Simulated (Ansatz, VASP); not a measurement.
W in VASP and in Ansatz

Contents of INCAR:

```
SYSTEM = W
PREC = Accurate
ENCUT = 520
EDIFF = 1E-6
ISMEAR = -1
SIGMA = 0.1
LREAL = .False.
LASPH = .True.
NELM = 100
ALGO = Normal
ISIF = 2
LWAVE = .False.
LCHARG = .True.
GGA = PE
LELF = .True.
LVHAR = .True.
NBANDS = 13
```

File KPOINTS:

```
Automatic mesh
0
Gamma
  23 23 23
  0 0 0
```

Contents of POSCAR:

```
W
1.0
   -1.5706538568      1.5706538568      1.5706538568
    1.5706538568     -1.5706538568      1.5706538568
    1.5706538568      1.5706538568     -1.5706538568
W
1
Direct
    0.0000000000      0.0000000000      0.0000000000
```

Input for Ansatz:

```yaml
crystal:
  lattice:
    - [-1.5706538568, 1.5706538568, 1.5706538568]
    - [1.5706538568, -1.5706538568, 1.5706538568]
    - [1.5706538568, 1.5706538568, -1.5706538568]
  atoms:
    - { symbol: W, position: [0.0, 0.0, 0.0] }
hamiltonian:
  xc: pbe
  pseudopotentials:
    kind: paw
    azcp:
      W: "pseudopotentials/W.paw.azcp"
basis:
  ecutwfc: 420
  fft_grid_basis: typed
kpoints:
  mp_grid: { grid: [23, 23, 23], shift: [0, 0, 0] }
magnetization:
  spin_polarized: false
scf:
  occupations: { method: fermi_dirac, width: 0.1 }
output:
  stress: true
```

Alike in both runs: task single point; functional PBE; k mesh 23 × 23 × 23; occupations fermi-dirac, width 0.1 eV; no spin polarisation.

|  | VASP | Ansatz |
| --- | --- | --- |
| version | VASP 6.6.1 | Ansatz 0.2.0 |
| potentials or method | VASP PAW PBE potentials, release 64 (W_sv), cutoff 520 eV | plane waves (420 eV) with PAW, scalar-relativistic |
| valence electrons in the cell | 14 | 14 |

```csv
,VASP,Ansatz,Ansatz less VASP
pressure (GPa),13.9,13.2,-0.67
```

With one functional, cell and mesh, what is left measures potentials, basis and numerics.

Neither program's run includes spin-orbit coupling.
